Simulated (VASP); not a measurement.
## SiC: vibrations by perturbation theory with PBE

The system is SiC.

```
CELL_PARAMETERS angstrom
0.00000 2.18987 2.18987
2.18987 0.00000 2.18987
2.18987 2.18987 0.00000
ATOMIC_POSITIONS crystal
Si 0.00000 0.00000 0.00000
C 0.25000 0.25000 0.25000
```

```json
{"Program": "VASP 6.6.1", "Task": "vibrations by perturbation theory", "Functional": "PBE", "Potentials or basis": "VASP PAW PBE potentials, release 64 (Si, C)", "Cutoff": "600 eV", "k mesh": "10 × 10 × 10", "Occupations": "gaussian, width 0.01 eV", "Spin": "no spin polarisation", "Dipole correction": "no", "Further INCAR settings": "ALGO = Normal; EDIFF = 1e-08; NBANDS = 11; IBRION = 8; NSW = 1"}
```

* Highest phonon frequency at Γ, LO-TO splitting left out: 775 cm⁻¹

Phonon frequencies in cm⁻¹ (negative: imaginary):
| q point | frequencies |
| --- | --- |
| (0.000, 0.000, 0.000) | 0 0 0 775 775 775 |

Run time: 4.3 min on 1 thread of Intel Xeon 8259CL (shared host), peak memory 0.25 GiB.
